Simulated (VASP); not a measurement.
# Na3LaO3 (P1) in VASP: relaxation of cell and atoms with PBE

Aim: the relaxation of cell and atoms of Na3LaO3 with PBE.

Everything below comes from runs of VASP 6.6.1. Logs are shortened: lines on timing, memory, paths and dates and some standing lists are left out, and cuts for length are marked.

### Step 1. The cell of the first run

The typed cell holds 7 atoms: a = 4.544 Å, b = 4.778 Å, c = 6.516 Å, α = 110.56°, β = 107.52°, γ = 89.92°.

### Step 2. Relaxation of cell and atoms, PBE

INCAR

```
ALGO = Normal ; EDIFF = 1E-6
EDIFFG = -0.025 ; ENCUT = 600
GGA = PE ; IBRION = 2
ISIF = 3 ; ISMEAR = 0
LASPH = T ; LCHARG = F
LREAL = F ; LWAVE = F
NELM = 100 ; NSW = 80
PREC = Accurate ; SIGMA = 0.1
```

KPOINTS

```
k-points
0
Gamma
  4 4 4
```

POSCAR

```
Na3LaO3
1.0
    0.0026953439     -4.5422126167      0.1241742478
    4.7780091115     -0.0026953439      0.0423456589
   -2.3373916526      2.1171525930      5.7022305085
Na La O
3 1 3
Direct
    0.1475464609      0.5996905792      0.3263031424
    0.6273190576      0.1315962686      0.3081249837
    0.9830605362      0.9412577215      0.9027809398
    0.4094516366      0.3595547785      0.7544547656
    0.4046925876      0.9797538538      0.8599465153
    0.9508839883      0.5058786129      0.9075985108
    0.2110932326      0.2163156855      0.4088861422
```

Potentials or basis: VASP PAW PBE potentials, release 64 (Na_pv, La, O).

Started as:

```
$ cat potpaw_PBE.64/Na_pv/POTCAR potpaw_PBE.64/La/POTCAR potpaw_PBE.64/O/POTCAR > POTCAR
$ mpirun -np 1 vasp_std > vasp.out
```

OUTCAR:

```text
EDIFF = 1E-6
   EDIFFG = -0.025
   ENCUT = 600
   GGA = PE
   IBRION = 2
   ISIF = 3
   ISMEAR = 0
   LASPH = T
   LREAL = F
   NELM = 100
   NSW = 80
   PREC = Accurate

 ion  position               nearest neighbor table
   1  0.148  0.600  0.326-   7 2.08
   2  0.627  0.132  0.308-   7 2.18   4 3.18
   3  0.983  0.941  0.903-   5 2.04   6 2.10
   4  0.409  0.360  0.754-   7 2.01   5 2.16   6 2.36   6 2.57   5 2.80   2 3.18
   5  0.405  0.980  0.860-   3 2.04   4 2.16   4 2.80
   6  0.951  0.506  0.908-   3 2.10   4 2.36   4 2.57
   7  0.211  0.216  0.409-   4 2.01   1 2.08   2 2.18

  LATTYP: Found a triclinic cell.
 ALAT       =     8.9965473263
 B/A-ratio  =     0.5050726975
 C/A-ratio  =     0.5311145867
 COS(alpha) =     0.0013992198
 COS(beta)  =     0.2550219456
 COS(gamma) =     0.7231474288

  Lattice vectors:

 A1 = (  -2.3400869965,   6.6593652097,   5.5780562607)
 A2 = (  -0.0026953439,   4.5422126167,  -0.1241742478)
 A3 = (  -4.7780091115,   0.0026953439,  -0.0423456589)

Analysis of symmetry for initial positions (statically):
=====================================================================
 Subroutine PRICEL returns:
 Original cell was already a primitive cell.

 Routine SETGRP: Setting up the symmetry group for a
 triclinic supercell.

 Subroutine GETGRP returns: Found  1 space group operations
 (whereof  1 operations were pure point group operations)
 out of a pool of  2 trial point group operations.

The static configuration has the point symmetry C_1 .

Analysis of symmetry for dynamics (positions and initial velocities):
=====================================================================
 Subroutine PRICEL returns:
 Original cell was already a primitive cell.

 Routine SETGRP: Setting up the symmetry group for a
 triclinic supercell.

 Subroutine GETGRP returns: Found  1 space group operations
 (whereof  1 operations were pure point group operations)
 out of a pool of  2 trial point group operations.

The dynamic configuration has the point symmetry C_1 .

 Subroutine INISYM returns: Found  1 space group operations
 (whereof  1 operations are pure point group operations),
 and found     1 'primitive' translations

----------------------------------------------------------------------------------------

                                     Primitive cell

  volume of cell :     125.4586

  direct lattice vectors                    reciprocal lattice vectors
     0.002695344 -4.542212617  0.124174248    -0.000837102 -0.217954631  0.080580148
     4.778009112 -0.002695344  0.042345659     0.208543971  0.002435969  0.084579467
    -2.337391653  2.117152593  5.702230508    -0.001530451  0.004728185  0.172987122

  length of vectors
     4.543910426  4.778197515  6.516223416     0.232374875  0.225056011  0.173058495

  position of ions in fractional coordinates (direct lattice)
     0.147546461  0.599690579  0.326303142
     0.627319058  0.131596269  0.308124984
     0.983060536  0.941257722  0.902780940
     0.409451637  0.359554778  0.754454766
     0.404692588  0.979753854  0.859946515
     0.950883988  0.505878613  0.907598511
     0.211093233  0.216315685  0.408886142

  ion indices of the primitive-cell ions
   primitive index   ion index
                 1           1
                 2           2
                 3           3
                 4           4
                 5           5
                 6           6
                 7           7

----------------------------------------------------------------------------------------

 KPOINTS: k-points

Automatic generation of k-mesh.
 Grid dimensions read from file:
 generate k-points for:    4    4    4

 Generating k-lattice:

  Cartesian coordinates                     Fractional coordinates (reciprocal lattice)
    -0.000209276 -0.054488658  0.020145037     0.250000000  0.000000000  0.000000000
     0.052135993  0.000608992  0.021144867     0.000000000  0.250000000  0.000000000
    -0.000382613  0.001182046  0.043246781    -0.000000000  0.000000000  0.250000000

  Length of vectors
     0.058093719  0.056264003  0.043264624

  Shift w.r.t. Gamma in fractional coordinates (k-lattice)
     0.000000000  0.000000000  0.000000000

 Subroutine IBZKPT returns following result:
 ===========================================

 Found     36 irreducible k-points:

 Following reciprocal coordinates:
            Coordinates               Weight
  0.000000  0.000000  0.000000      1.000000
  0.250000  0.000000  0.000000      2.000000
  0.500000  0.000000  0.000000      1.000000
 -0.000000  0.250000 -0.000000      2.000000
  0.250000  0.250000  0.000000      2.000000
  0.500000  0.250000  0.000000      2.000000
[... 16 lines left out ...]
 -0.000000 -0.250000  0.250000      2.000000
  0.250000 -0.250000  0.250000      2.000000
 [... further k-points ...]
   k-points           NKPTS =     36   k-points in BZ     NKDIM =     36   number of bands    NBANDS=     30
   number of dos      NEDOS =    301   number of ions     NIONS =      7
   total plane-waves  NPLWV =  77760
   dimension x,y,z NGX =    36 NGY =   40 NGZ =   54
   dimension x,y,z NGXF=    72 NGYF=   80 NGZF=  108
   ions per type =               3   1   3
   NGX,Y,Z   is equivalent  to a cutoff of  13.17, 13.92, 13.78 a.u.
   NGXF,Y,Z  is equivalent  to a cutoff of  26.34, 27.83, 27.55 a.u.
 SYSTEM =  unknown system
   PREC   = accura    normal or accurate (medium, high low for compatibility)
   ISTART =      0    job   : 0-new  1-cont  2-samecut
   ICHARG =      2    charge: 1-file 2-atom 10-const
   ISPIN  =      1    spin polarized calculation?
   LNONCOLLINEAR =      F non collinear calculations
   LSORBIT =      F    spin-orbit coupling
   LASPH  =      T    aspherical Exc in radial PAW
   ENCUT  =  600.0 eV  44.10 Ry    6.64 a.u.   9.08  9.54 13.01*2*pi/ulx,y,z
   NELM   =    100;   NELMIN=  2; NELMDL= -5     # of ELM steps
   EDIFF  = 0.1E-05   stopping-criterion for ELM
   LREAL  =      F    real-space projection
   EDIFFG = -.3E-01   stopping-criterion for IOM
   NSW    =     80    number of steps for IOM
   IBRION =      2    ionic relax: 0-MD 1-quasi-New 2-CG
   NFREE  =      1    steps in history (QN), initial steepest desc. (CG)
   ISIF   =      3    stress and relaxation
   ISYM   =      2    0-nonsym 1-usesym 2-fastsym
   POTIM  = 0.5000    time-step for ionic-motion
   TEBEG  =    0.0;   TEEND  =   0.0 temperature during run
   PSTRESS=    0.0 pullay stress
   NELECT =      50.0000    total number of electrons
   NUPDOWN=      -1.0000    fix difference up-down
   EMIN   =  10.00;   EMAX   =-10.00  energy-range for DOS
   EFERMI =   0.00;   METHOD = LEGACY
   ISMEAR =     0;   SIGMA  =   0.10  broadening in eV -4-tet -1-fermi 0-gaus
   EFERMI_NEDOS =   21; number of points for ismear=-14 and -15
   IALGO  =     38    algorithm
   IMIX   =      4    mixing-type and parameters
     AMIX     =   0.40;   BMIX     =  1.00
     AMIX_MAG =   1.60;   BMIX_MAG =  1.00
  volume/ion in A,a.u.               =      17.92       120.95
  Fermi-wavevector in a.u.,A,eV,Ry     =   1.204753  2.276653 19.747899  1.451430
  Thomas-Fermi vector in A             =   2.340469
   LORBIT       =      0    0 simple, 1 ext, 2 COOP (PROOUT), +10 PAW based schemes
   GGA     = PE    functional components
   LHFCALC =     F    Hartree Fock is set to
   AEXX    =    0.0000 exact exchange contribution
   IVDW    =     0    specifies the selected vdW correction
   LEPSILON=     F    determine dielectric tensor
   LRPA    =     F    only Hartree local field effects (RPA)
 conjugate gradient relaxation of ions
 non-spin polarized calculation
 Gauss-broadening in eV      SIGMA  =   0.10
  energy-cutoff  :      600.00
  volume of cell :      125.46
 maximum number of plane-waves:      4232
   NGX = 19   NGY = 19   NGZ = 25

--------------------------------------- Ionic step        1  -------------------------------------------

 number of electron      49.9999997 magnetization

 Free energy of the ion-electron system (eV)
  ---------------------------------------------------
  ext. energy  EPLUGINS =         0.00000000
  ---------------------------------------------------
  free energy    TOTEN  =       -36.10769834 eV

  energy without entropy =      -36.10769313  energy(sigma->0) =      -36.10769574

------------------------ aborting loop because EDIFF is reached ----------------------------------------

  FORCE on cell =-STRESS in cart. coord.  units (eV):
  Direction    XX          YY          ZZ          XY          YZ          ZX
  --------------------------------------------------------------------------------------
  -------------------------------------------------------------------------------------
  Total        6.8473894      3.7085228      6.5229114     -0.5999645      0.5696854     -1.9595900
  in kB       87.4450228     47.3599265     83.3012561     -7.6618845      7.2752039    -25.0250688
  external PRESSURE =      72.7020685 kB  Pullay stress =       0.0000000 kB
[... 67 lines left out ...]
  energy  without entropy=      -36.9934183168  energy(sigma->0) =      -36.99341832

--------------------------------------- Ionic step        3  -------------------------------------------

 number of electron      49.9999995 magnetization

 E-fermi :   1.9896     XC(G=0):  -8.2166

 val. band max:        1.5410195487   @ k =  -0.2500   0.0000   0.2500
 cond. band min:       2.4869957428   @ k =   0.0000   0.0000   0.0000
 fundamental gap:      0.9459761941
 Fermi energy:         1.9895516093

 k-point     1 :       0.0000    0.0000    0.0000
  band No.  band energies     occupation
      1     -28.3358      2.00000
      2     -21.5981      2.00000
      3     -21.5385      2.00000
      4     -21.4745      2.00000
      5     -21.3819      2.00000
      6     -21.3568      2.00000
[... 817 lines left out ...]
  FREE ENERGIE OF THE ION-ELECTRON SYSTEM (eV)
  ---------------------------------------------------
  free  energy   TOTEN  =       -37.1123675507 eV

  energy  without entropy=      -37.1123675507  energy(sigma->0) =      -37.11236755

[... ionic steps 4 to 34 ...]

--------------------------------------- Ionic step       35  -------------------------------------------

 number of electron      50.0000007 magnetization

------------------------ aborting loop because EDIFF is reached ----------------------------------------

  FORCE on cell =-STRESS in cart. coord.  units (eV):
  Direction    XX          YY          ZZ          XY          YZ          ZX
  --------------------------------------------------------------------------------------
  -------------------------------------------------------------------------------------
  Total       -0.0718026     -0.0065182     -0.0921748     -0.0036447      0.0014897     -0.0048897
  in kB       -0.9433781     -0.0856399     -1.2110390     -0.0478855      0.0195729     -0.0642433
  external PRESSURE =      -0.7466857 kB  Pullay stress =       0.0000000 kB
[... 67 lines left out ...]
  energy  without entropy=      -37.7831324602  energy(sigma->0) =      -37.78313246

--------------------------------------- Ionic step       37  -------------------------------------------

 number of electron      50.0000008 magnetization

 Free energy of the ion-electron system (eV)
  ---------------------------------------------------
  ext. energy  EPLUGINS =         0.00000000
  ---------------------------------------------------
  free energy    TOTEN  =       -37.78334632 eV

  energy without entropy =      -37.78334632  energy(sigma->0) =      -37.78334632

 E-fermi :   2.7126     XC(G=0):  -8.6730

 val. band max:        2.1853751566   @ k =   0.0000   0.0000   0.0000
 cond. band min:       3.4724487393   @ k =   0.0000   0.0000   0.0000
 fundamental gap:      1.2870735828
 Fermi energy:         2.7125583204

 k-point     1 :       0.0000    0.0000    0.0000
  band No.  band energies     occupation
      1     -27.6064      2.00000
      2     -20.9025      2.00000
      3     -20.7796      2.00000
      4     -20.6977      2.00000
      5     -20.4184      2.00000
      6     -20.2235      2.00000
[... 817 lines left out ...]
  FREE ENERGIE OF THE ION-ELECTRON SYSTEM (eV)
  ---------------------------------------------------
  free  energy   TOTEN  =       -37.7833463226 eV

  energy  without entropy=      -37.7833463226  energy(sigma->0) =      -37.78334632

 reached required accuracy - stopping structural energy minimisation
```

Run time: 32 min. Hardware: 1 thread of Intel Xeon 6975P-C (Granite Rapids), shared host; peak memory 0.44 GiB.

Results:

```yaml
Free_energy: -37.7833 eV
Relaxed_volume: 17.40 Å³/atom
Relaxed_cell: a = 4.397 Å, b = 4.906 Å, c = 6.538 Å, α = 112.04°, β = 109.65°, γ = 90.00°
Space_group_after_relaxing_to_0.1_Å: Imm2 (No. 44)
Energy_gained_by_relaxing: 239.4 meV/atom
Ionic_steps: 37
Pressure_after_relaxing: 0.0 GPa
Largest_force_after_relaxing: 0.013 eV/Å
Band_gap_on_the_k_mesh: 1.29 eV
```

Forces on the atoms (eV/Å):
```
Na   0.005  0.001  0.001
Na  -0.006 -0.007 -0.007
Na  -0.002 -0.002  0.012
La  -0.002  0.002  0.001
O    0.005  0.003  0.008
O    0.004 -0.004 -0.012
O   -0.003  0.007 -0.003
```

The path:
```tsv
step	energy change (eV)	largest force (eV/Å)	pressure (GPa)	volume (Å³)
1	0.0000	5.2032	7.27	125.46
2	-0.8857	1.0941	-4.96	140.77
3	-1.0047	0.9335	-2.52	135.66
4	-1.2702	0.6310	-1.75	131.50
5	-1.4512	0.5139	0.61	124.68
6	-1.5267	0.4127	-0.04	124.82
7	-1.5434	0.3660	-0.33	124.90
8	-1.5832	0.2512	-0.23	124.02
9	-1.5901	0.4071	-0.08	123.48
10	-1.6146	0.1513	0.36	122.81
11	-1.6178	0.1500	0.61	122.47
12	-1.6250	0.1204	-0.39	124.33
13	-1.6250	0.1209	-0.33	124.23
14	-1.6310	0.1134	-0.18	124.01
15	-1.6346	0.1426	0.07	123.66
16	-1.6399	0.0802	-0.06	123.77
17	-1.6428	0.1131	-0.25	123.91
18	-1.6474	0.1231	0.11	123.14
19	-1.6487	0.1343	0.56	122.23
20	-1.6511	0.1258	0.47	122.34
21	-1.6549	0.1290	0.17	122.63
22	-1.6552	0.1354	0.08	122.71
23	-1.6584	0.1165	-0.06	122.90
24	-1.6618	0.1262	-0.38	123.37
25	-1.6653	0.0824	-0.16	122.83
26	-1.6675	0.1188	0.20	121.99
27	-1.6705	0.0896	0.04	122.06
28	-1.6718	0.1417	-0.14	122.15
29	-1.6737	0.0428	-0.01	121.78
30	-1.6737	0.0424	0.01	121.78
31	-1.6743	0.0338	0.01	121.75
32	-1.6745	0.0348	0.01	121.72
33	-1.6749	0.0313	0.02	121.74
34	-1.6752	0.0385	0.03	121.78
35	-1.6754	0.0299	-0.07	121.95
36	-1.6754	0.0312	-0.06	121.95
37	-1.6756	0.0132	0.02	121.81
```

Final structure:
```xyz
7
Lattice="-0.0005 -4.3969 0.0005 4.9062 -0.0008 -0.0014 -2.4518 2.1997 5.6473" Properties=species:S:1:pos:R:3 pbc="T T T"
Na    2.4531   -0.0014    2.0415
Na    0.0058   -2.1981    1.3991
Na    2.4525   -2.1974    5.3039
La    0.0001    0.0014    4.4084
O     2.4520    0.0006    4.5888
O    -0.0019   -2.1959    5.3522
O     0.0014   -0.0017    2.1349
```

Caveat: spin-orbit coupling is left out, which moves the levels of the heavy elements.
